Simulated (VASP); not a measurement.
Sn, 2 atoms in the cell. It takes space group Fd-3m (No. 227, cubic). Conventional cell: a = 6.467 Å, b = 6.467 Å, c = 6.467 Å, α = 90.00°, β = 90.00°, γ = 90.00°. Sn (site symmetry -43m) has 4 Sn at 2.80 Å within 3.7 Å. 

```yaml
Program: VASP 6.6.1
Task: single point
Functional: PBEsol
Potentials_or_basis: VASP PAW PBE potentials, release 64 (Sn_d)
Cutoff: 520 eV
k_mesh: 7 × 7 × 7
Occupations: gaussian, width 0.1 eV
Spin: no spin polarisation
Dipole_correction: no
Further_INCAR_settings: ALGO = Normal; EDIFF = 1e-07; NBANDS = 21
```

Potentials or basis: VASP PAW PBE potentials, release 64 (Sn_d).

Command:

```bash
$ cat potpaw_PBE.64/Sn_d/POTCAR > POTCAR
$ mpirun -np 1 vasp_std > vasp.out
```

Hardware: 1 thread of Intel Xeon 6975P-C (shared host).

Problem. Estimate the wall time of this run.

Solution. Run time: 20 s on 1 thread of Intel Xeon 6975P-C, with other jobs on the host, peak memory 0.2 GiB. Counts: scf iterations 12, k points 20.
